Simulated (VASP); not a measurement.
A run of VASP 6.6.1 is set up as follows.

Contents of POSCAR:

```
Pb
1.0
    0.0000000000      2.4415696833      2.4415696833
    2.4415696833      0.0000000000      2.4415696833
    2.4415696833      2.4415696833      0.0000000000
Pb
1
Direct
    0.0000000000      0.0000000000      0.0000000000
```

Contents of INCAR.step1:

```
ALGO = Normal ; EDIFF = 1E-5
ENCUT = 520 ; GGA = PE
ISIF = 2 ; ISMEAR = -1
LASPH = True ; LCHARG = False
LREAL = False ; LWAVE = True
NBANDS = 13 ; NELM = 80
PREC = Accurate ; SIGMA = 0.05
```

The input INCAR.step2:

```
AEXX = 0.5 ; ALGO = Normal
EDIFF = 1E-7 ; ENCUT = 520
ISIF = 2 ; ISMEAR = -1
ISTART = 1 ; LASPH = True
LCHARG = False ; LHFCALC = True
LMIXTAU = True ; LREAL = False
LWAVE = False ; METAGGA = R2SCAN
NBANDS = 13 ; NELM = 80
PREC = Accurate ; PRECFOCK = Normal
SIGMA = 0.05
```

Contents of KPOINTS:

```
k-points
0
Gamma
  5 5 5
```

Potentials or basis: VASP PAW PBE potentials, release 64 (Pb_d).

Launch:

```bash
$ cat potpaw_PBE.64/Pb_d/POTCAR > POTCAR
$ cp INCAR.step1 INCAR
$ mpirun -np 1 vasp_std > vasp.out
$ cp INCAR.step2 INCAR
$ mpirun -np 1 vasp_std > vasp.out
```

What does it give for the pressure?

1.0 GPa.

Estimate the band gap on the k mesh.

zero (bands 7 and 8 overlap by 11.73 eV).

Caveat: the k points lie up to 0.45 Å⁻¹ apart, too coarse for converged energies and pressures of a metal; the PAW data sets were made with another functional, which shifts forces and pressure a little; spin-orbit coupling is left out, which moves the levels of the heavy elements.
